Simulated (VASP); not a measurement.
# Ge in VASP: further runs

Ge is run at these levels: r2SCAN; tasks: phonons.

Program: VASP 6.6.1. These are calculated values, not measurements. Logs are shortened: lines on timing, memory, paths and dates and some standing lists are left out, and cuts for length are marked.

## 1. The cell of the first run

The structure is cubic, space group Fd-3m (No. 227). Conventional cell: a = 5.647 Å, b = 5.647 Å, c = 5.647 Å, α = 90.00°, β = 90.00°, γ = 90.00°. Ge (site symmetry -43m) has 4 Ge at 2.45 Å within 3.2 Å.

## 2. Phonons, r2SCAN

The input, INCAR:

```
ALGO = Normal ; EDIFF = 1E-8
ENCUT = 520 ; IBRION = 6
ISIF = 2 ; ISMEAR = 0
LASPH = True ; LCHARG = True
LMIXTAU = True ; LREAL = False
LWAVE = False ; METAGGA = R2SCAN
NELM = 100 ; NFREE = 2
NSW = 1 ; POTIM = 0.015
PREC = Accurate ; SIGMA = 0.01
```

The input, KPOINTS:

```
k-points
0
Gamma
  12 12 12
```

The input, POSCAR:

```
Ge
1.0
    0.0000000000      2.8233171643      2.8233171643
    2.8233171643      0.0000000000      2.8233171643
    2.8233171643      2.8233171643      0.0000000000
Ge
2
Direct
    0.0000000000      0.0000000000      0.0000000000
    0.2500000000      0.2500000000      0.2500000000
```

Potentials or basis: VASP PAW PBE potentials, release 64 (Ge_d).

Command:

```console
$ cat potpaw_PBE.64/Ge_d/POTCAR > POTCAR
$ mpirun -np 1 vasp_std > vasp.out
```

OUTCAR:

```text
EDIFF = 1E-8
   ENCUT = 520
   IBRION = 6
   ISIF = 2
   ISMEAR = 0
   LASPH = True
   LREAL = False
   METAGGA = R2SCAN
   NELM = 100
   NFREE = 2
   NSW = 1
   POTIM = 0.015
   PREC = Accurate

 ion  position               nearest neighbor table
   1  0.000  0.000  0.000-   2 2.45   2 2.45   2 2.45   2 2.45
   2  0.250  0.250  0.250-   1 2.45   1 2.45   1 2.45   1 2.45

  LATTYP: Found a face centered cubic cell.
 ALAT       =     5.6466343286

  Lattice vectors:

 A1 = (   0.0000000000,   2.8233171643,   2.8233171643)
 A2 = (   2.8233171643,   0.0000000000,   2.8233171643)
 A3 = (   2.8233171643,   2.8233171643,   0.0000000000)

Analysis of symmetry for initial positions (statically):
=====================================================================
 Subroutine PRICEL returns:
 Original cell was already a primitive cell.

 Routine SETGRP: Setting up the symmetry group for a
 face centered cubic supercell.

 Subroutine GETGRP returns: Found 48 space group operations
 (whereof 24 operations were pure point group operations)
 out of a pool of 48 trial point group operations.

The static configuration has the point symmetry T_d .
 The point group associated with its full space group is O_h .

Analysis of symmetry for dynamics (positions and initial velocities):
=====================================================================
 Subroutine PRICEL returns:
 Original cell was already a primitive cell.

 Routine SETGRP: Setting up the symmetry group for a
 face centered cubic supercell.

 Subroutine GETGRP returns: Found 48 space group operations
 (whereof 24 operations were pure point group operations)
 out of a pool of 48 trial point group operations.

The dynamic configuration has the point symmetry T_d .
 The point group associated with its full space group is O_h .

 Subroutine INISYM returns: Found 48 space group operations
 (whereof 24 operations are pure point group operations),
[... 145 lines left out ...]

  energy without entropy =      -27.74160735  energy(sigma->0) =      -27.74160735

------------------------ aborting loop because EDIFF is reached ----------------------------------------

  FORCE on cell =-STRESS in cart. coord.  units (eV):
  Direction    XX          YY          ZZ          XY          YZ          ZX
  --------------------------------------------------------------------------------------
  -------------------------------------------------------------------------------------
  Total        0.3249563      0.3249563      0.3249563      0.0000000      0.0000000      0.0000000
  in kB       11.5671562     11.5671562     11.5671562      0.0000000      0.0000000      0.0000000
  external PRESSURE =      11.5671562 kB  Pullay stress =       0.0000000 kB
[... 59 lines left out ...]
--------------------------------------- Ionic step        3  -------------------------------------------

 number of electron      28.0000022 magnetization

 Free energy of the ion-electron system (eV)
  ---------------------------------------------------
  ext. energy  EPLUGINS =         0.00000000
  ---------------------------------------------------
  free energy    TOTEN  =       -27.74024186 eV

  energy without entropy =      -27.74024186  energy(sigma->0) =      -27.74024186

 E-fermi :   5.0484     XC(G=0): -10.8507

 val. band max:        4.9339669711   @ k =   0.0000   0.0000   0.0000
 cond. band min:       5.2992087160   @ k =   0.5000   0.0000   0.0000
 fundamental gap:      0.3652417449
 Fermi energy:         5.0483874006

 k-point     1 :       0.0000    0.0000    0.0000
  band No.  band energies     occupation
      1     -20.6479      2.00000
      2     -20.6445      2.00000
      3     -20.6407      2.00000
      4     -20.6045      2.00000
      5     -20.6043      2.00000
      6     -20.3853      2.00000
[... 481 lines left out ...]
      5     -20.5386      2.00000
      6     -20.4442      2.00000
[... 10 lines left out ...]
     17       9.8578      0.00000
     18      12.9299      0.00000

 [... further k-points ...]
[... 5 lines left out ...]
  --------------------------------------------------------------------------------------
  -------------------------------------------------------------------------------------
  Total        0.3276496      0.3286218      0.3286218      0.0000000     -0.1345702      0.0000000
  in kB       11.6630248     11.6976301     11.6976301      0.0000000     -4.7901641      0.0000000
  external PRESSURE =      11.6860950 kB  Pullay stress =       0.0000000 kB
[... 17 lines left out ...]
  FREE ENERGIE OF THE ION-ELECTRON SYSTEM (eV)
  ---------------------------------------------------
  free  energy   TOTEN  =       -27.7402418605 eV

  energy  without entropy=      -27.7402418605  energy(sigma->0) =      -27.74024186

 INTERNAL STRAIN TENSORS FROM DISPLACED ATOMS
 ============================================

 INTERNAL STRAIN TENSOR FOR ION    1 for displacements in x,y,z  (eV/Angst):
          X           Y           Z          XY          YZ          ZX
  --------------------------------------------------------------------------------
  x     0.00000     0.00000     0.00000     0.00000     8.94851     0.00000
  y     0.00000    -0.00000     0.00000     0.00000     0.00000     8.94851
  z     0.00000     0.00000     0.00000     8.94851     0.00000     0.00000

 INTERNAL STRAIN TENSOR FOR ION    2 for displacements in x,y,z  (eV/Angst):
          X           Y           Z          XY          YZ          ZX
  --------------------------------------------------------------------------------
  x    -0.00000    -0.00000    -0.00000     0.00000    -8.94851     0.00000
  y    -0.00000     0.00000    -0.00000     0.00000     0.00000    -8.94851
  z    -0.00000    -0.00000    -0.00000    -8.94851     0.00000     0.00000

 Eigenvectors and eigenvalues of the dynamical matrix
 ----------------------------------------------------

   1 f  =    9.020221 THz    56.675718 2PiTHz  300.882172 cm-1    37.304618 meV
             X         Y         Z           dx          dy          dz
      0.000000  0.000000  0.000000     0.000000   -0.707107    0.000000
      1.411659  1.411659  1.411659     0.000000    0.707107    0.000000
[... 21 lines left out ...]
   6 f  =    0.000000 THz     0.000000 2PiTHz    0.000000 cm-1     0.000000 meV
             X         Y         Z           dx          dy          dz
      0.000000  0.000000  0.000000     0.000000    0.000000    0.707107
      1.411659  1.411659  1.411659     0.000000    0.000000    0.707107

 ELASTIC MODULI CONTR FROM IONIC RELAXATION (kBar)
 Direction    XX          YY          ZZ          XY          YZ          ZX
 --------------------------------------------------------------------------------
 XX          -0.0000     -0.0000     -0.0000     -0.0000     -0.0000     -0.0000
 YY          -0.0000     -0.0000     -0.0000     -0.0000     -0.0000      0.0000
 ZZ          -0.0000     -0.0000     -0.0000     -0.0000     -0.0000     -0.0000
 XY          -0.0000     -0.0000     -0.0000   -235.8325      0.0000      0.0000
 YZ          -0.0000     -0.0000     -0.0000      0.0000   -235.8325      0.0000
 ZX          -0.0000      0.0000     -0.0000      0.0000      0.0000   -235.8325
 --------------------------------------------------------------------------------
```

OSZICAR:

```text
N       E                     dE             d eps       ncg     rms          rms(c)
DAV:   1     0.145057518306E+03    0.14506E+03   -0.15821E+04  2648   0.437E+03
DAV:   2    -0.943133401435E+01   -0.15449E+03   -0.15155E+03  2600   0.551E+02
[... 48 lines left out ...]
DAV:   9    -0.277402416788E+02   -0.19448E-05   -0.82342E-07 10118   0.103E-02    0.149E-04
DAV:  10    -0.277402418000E+02   -0.12122E-06   -0.44951E-07  8140   0.449E-03    0.686E-05
DAV:  11    -0.277402418902E+02   -0.90207E-07   -0.33742E-08  8186   0.146E-03    0.454E-05
DAV:  12    -0.277402418535E+02    0.36678E-07   -0.61445E-09  7742   0.953E-04    0.163E-05
DAV:  13    -0.277402418655E+02   -0.11944E-07   -0.20938E-09  5254   0.420E-04    0.417E-06
DAV:  14    -0.277402418605E+02    0.49477E-08   -0.12583E-10  5040   0.142E-04
   3 F= -.27740242E+02 E0= -.27740242E+02  d E =-.452790E-62
```

Wall time 39 min (1 thread of Intel Xeon 8259CL, shared host); peak memory 0.41 GiB.

What came out:

* Highest phonon frequency at Γ: 301 cm⁻¹

Phonon frequencies in cm⁻¹ (negative: imaginary):
```tsv
q point	frequencies
(0.000, 0.000, 0.000)	0 0 0 301 301 301
```

Caveat: the cell stands under pressure or tension, which shifts response properties; the PAW data sets were made with another functional, which shifts forces and pressure a little.

## 3. Phonons, r2SCAN

This run uses another cell than the first one, of 22.85 Å³/atom.

The input, INCAR:

```
ALGO = Normal
EDIFF = 1E-8
ENCUT = 520
IBRION = 6
ISIF = 2
ISMEAR = 0
KPAR = 4
LASPH = True
LCHARG = False
LMIXTAU = True
LREAL = False
LWAVE = False
METAGGA = R2SCAN
NELM = 100
NFREE = 2
NSW = 1
POTIM = 0.015
PREC = Accurate
SIGMA = 0.01
```

KPOINTS is that of step 2.

The input, POSCAR:

```
Ge
1.0
   -0.0141875234      2.8304109260      2.8304109260
    2.8304109260     -0.0141875234      2.8304109260
    2.8304109260      2.8304109260     -0.0141875234
Ge
2
Direct
   -0.0003071206     -0.0003071206     -0.0003071206
    0.2503071206      0.2503071206      0.2503071206
```

Potentials or basis: VASP PAW PBE potentials, release 64 (Ge_d).

Command:

```console
$ cat potpaw_PBE.64/Ge_d/POTCAR > POTCAR
$ mpirun -np 4 vasp_std > vasp.out
```

OUTCAR:

```text
EDIFF = 1E-8
   ENCUT = 520
   IBRION = 6
   ISIF = 2
   ISMEAR = 0
   LASPH = True
   LREAL = False
   METAGGA = R2SCAN
   NELM = 100
   NFREE = 2
   NSW = 1
   POTIM = 0.015
   PREC = Accurate

 ion  position               nearest neighbor table
   1  1.000  1.000  1.000-   2 2.45   2 2.46   2 2.46   2 2.46
   2  0.250  0.250  0.250-   1 2.45   1 2.46   1 2.46   1 2.46

  LATTYP: Found a trigonal (rhomboedric) cell.
 ALAT       =     4.0028306617
 COS(alpha) =     0.4949812504

  Lattice vectors:

 A1 = (  -0.0141875234,   2.8304109260,   2.8304109260)
 A2 = (   2.8304109260,  -0.0141875234,   2.8304109260)
 A3 = (   2.8304109260,   2.8304109260,  -0.0141875234)

Analysis of symmetry for initial positions (statically):
=====================================================================
 Subroutine PRICEL returns:
 Original cell was already a primitive cell.

 Routine SETGRP: Setting up the symmetry group for a
 trigonal (rhombohedral) supercell.

 Subroutine GETGRP returns: Found 12 space group operations
 (whereof  6 operations were pure point group operations)
 out of a pool of 12 trial point group operations.

The static configuration has the point symmetry C_3v.
 The point group associated with its full space group is D_3d.

Analysis of symmetry for dynamics (positions and initial velocities):
=====================================================================
 Subroutine PRICEL returns:
 Original cell was already a primitive cell.
[... 240 lines left out ...]

 E-fermi :   4.9550     XC(G=0): -10.7724

 val. band max:        4.8145975668   @ k =   0.0000   0.0000   0.0000
 cond. band min:       5.0192196742   @ k =   0.5000   0.5000   0.5000
 fundamental gap:      0.2046221074
 Fermi energy:         4.9549713727

 k-point     1 :       0.0000    0.0000    0.0000
  band No.  band energies     occupation
      1     -20.7724      2.00000
      2     -20.7716      2.00000
      3     -20.7667      2.00000
      4     -20.7316      2.00000
      5     -20.7315      2.00000
      6     -20.5219      2.00000
[... 481 lines left out ...]
      5     -20.6683      2.00000
      6     -20.5776      2.00000
[... 10 lines left out ...]
     17       9.7042      0.00000
     18      12.6709      0.00000

 [... further k-points ...]
[... 5 lines left out ...]
  --------------------------------------------------------------------------------------
  -------------------------------------------------------------------------------------
  Total        0.0134425      0.0147443      0.0147443      0.0918445     -0.0307085      0.0918445
  in kB        0.4713660      0.5170148      0.5170148      3.2205640     -1.0768076      3.2205649
  external PRESSURE =       0.5017985 kB  Pullay stress =       0.0000000 kB
[... 17 lines left out ...]
  FREE ENERGIE OF THE ION-ELECTRON SYSTEM (eV)
  ---------------------------------------------------
  free  energy   TOTEN  =       -27.7424208889 eV

  energy  without entropy=      -27.7424208889  energy(sigma->0) =      -27.74242089

 INTERNAL STRAIN TENSORS FROM DISPLACED ATOMS
 ============================================

 INTERNAL STRAIN TENSOR FOR ION    1 for displacements in x,y,z  (eV/Angst):
          X           Y           Z          XY          YZ          ZX
  --------------------------------------------------------------------------------
  x     0.16427     0.09496     0.09496     0.15651     8.31370     0.15651
  y     0.09496     0.16427     0.09496     0.15651     0.15651     8.31370
  z     0.09496     0.09496     0.16427     8.31370     0.15651     0.15651

 INTERNAL STRAIN TENSOR FOR ION    2 for displacements in x,y,z  (eV/Angst):
          X           Y           Z          XY          YZ          ZX
  --------------------------------------------------------------------------------
  x    -0.16427    -0.09496    -0.09496    -0.15651    -8.31370    -0.15651
  y    -0.09496    -0.16427    -0.09496    -0.15651    -0.15651    -8.31370
  z    -0.09496    -0.09496    -0.16427    -8.31370    -0.15651    -0.15651

 Eigenvectors and eigenvalues of the dynamical matrix
 ----------------------------------------------------

   1 f  =    8.915280 THz    56.016356 2PiTHz  297.381728 cm-1    36.870619 meV
             X         Y         Z           dx          dy          dz
      5.644900  5.644900  5.644900    -0.408248   -0.408248   -0.408248
      1.413393  1.413393  1.413393     0.408248    0.408248    0.408248
[... 11 lines left out ...]
   4 f  =    0.000000 THz     0.000000 2PiTHz    0.000001 cm-1     0.000000 meV
             X         Y         Z           dx          dy          dz
      5.644900  5.644900  5.644900     0.121065    0.323439    0.617034
      1.413393  1.413393  1.413393     0.121065    0.323439    0.617034

   5 f/i=    0.000000 THz     0.000001 2PiTHz    0.000003 cm-1     0.000000 meV
             X         Y         Z           dx          dy          dz
      5.644900  5.644900  5.644900    -0.686025   -0.053696    0.162748
      1.413393  1.413393  1.413393    -0.686025   -0.053696    0.162748

   6 f/i=    0.000000 THz     0.000001 2PiTHz    0.000006 cm-1     0.000001 meV
             X         Y         Z           dx          dy          dz
      5.644900  5.644900  5.644900     0.121299   -0.626501    0.304602
      1.413393  1.413393  1.413393     0.121299   -0.626501    0.304602

 ELASTIC MODULI CONTR FROM IONIC RELAXATION (kBar)
 Direction    XX          YY          ZZ          XY          YZ          ZX
 --------------------------------------------------------------------------------
 XX          -0.1338     -0.1194     -0.1194     -2.4572     -4.1604     -2.4572
 YY          -0.1194     -0.1338     -0.1194     -2.4572     -2.4572     -4.1604
 ZZ          -0.1194     -0.1194     -0.1338     -4.1604     -2.4572     -2.4572
 XY          -2.4572     -2.4572     -4.1604   -207.3020     -6.8600     -6.8600
 YZ          -4.1604     -2.4572     -2.4572     -6.8600   -207.3020     -6.8600
 ZX          -2.4572     -4.1604     -2.4572     -6.8600     -6.8600   -207.3020
 --------------------------------------------------------------------------------
```

Wall time 18 min (4 MPI ranks of Oxide Virtual Turin-like, shared host); peak memory 0.57 GiB.

What came out:

```
Highest phonon frequency at Γ : 297 cm⁻¹
```

Phonon frequencies in cm⁻¹ (negative: imaginary):
```csv
q point,frequencies
"(0.000, 0.000, 0.000)",0 0 0 295 295 297
```

Caveat: the PAW data sets were made with another functional, which shifts forces and pressure a little.
